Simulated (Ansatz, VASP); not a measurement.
## Two plane-wave programs on Bi

File INCAR:

```
PREC = Accurate ; ENCUT = 520
EDIFF = 1E-6 ; ISMEAR = 0
SIGMA = 0.15 ; LREAL = False
LASPH = True ; NELM = 100
ALGO = Fast ; ISIF = 2
LWAVE = False ; LCHARG = False
GGA = PE ; IVDW = 12
NBANDS = 14
```

The input KPOINTS:

```
Automatic mesh
0
Gamma
  18 18 18
```

Contents of POSCAR:

```
Bi
1.0
   -1.7577286082      1.7577286082      2.3701212553
    1.7577286082     -1.7577286082      2.3701212553
    1.7577286082      1.7577286082     -2.3701212553
Bi
1
Direct
    0.0000000000      0.0000000000      0.0000000000
```

Input for Ansatz:

```yaml
crystal:
  lattice:
    - [-1.7577286082, 1.7577286082, 2.3701212553]
    - [1.7577286082, -1.7577286082, 2.3701212553]
    - [1.7577286082, 1.7577286082, -2.3701212553]
  atoms:
    - { symbol: Bi, position: [0.0, 0.0, 0.0] }
basis:
  ecutwfc: 420
kpoints:
  mp_grid: { grid: [18, 18, 18] }
hamiltonian:
  xc: pbe
  dispersion: d3bj
scf:
  occupations: { method: gaussian, width: 0.15 }
output:
  forces: true
  stress: true
  eigenvalues: true
```

Alike in both runs: task single point; functional PBE; dispersion D3(BJ); k mesh 18 × 18 × 18; occupations gaussian, width 0.15 eV; no spin polarisation.

```csv
,VASP,Ansatz
version,VASP 6.6.1,Ansatz 0.2.0
potentials or method,"VASP PAW PBE potentials, release 64 (Bi_d), cutoff 520 eV","scalar-relativistic, plane waves, PAW"
valence electrons in the cell,15,15
```

|  | VASP | Ansatz | Ansatz less VASP |
| --- | --- | --- | --- |
| gap on the k mesh at the Fermi level (eV) | none | none | - |
| pressure (GPa) | 2.0 | 2.0 | +0.04 |
| traceless stress, the component that is largest in VASP (GPa) | -0.38 | -0.38 | -0.002 |

A gap of «none» marks a metal or a gap that the smearing closes.

Spin-orbit coupling is off throughout.
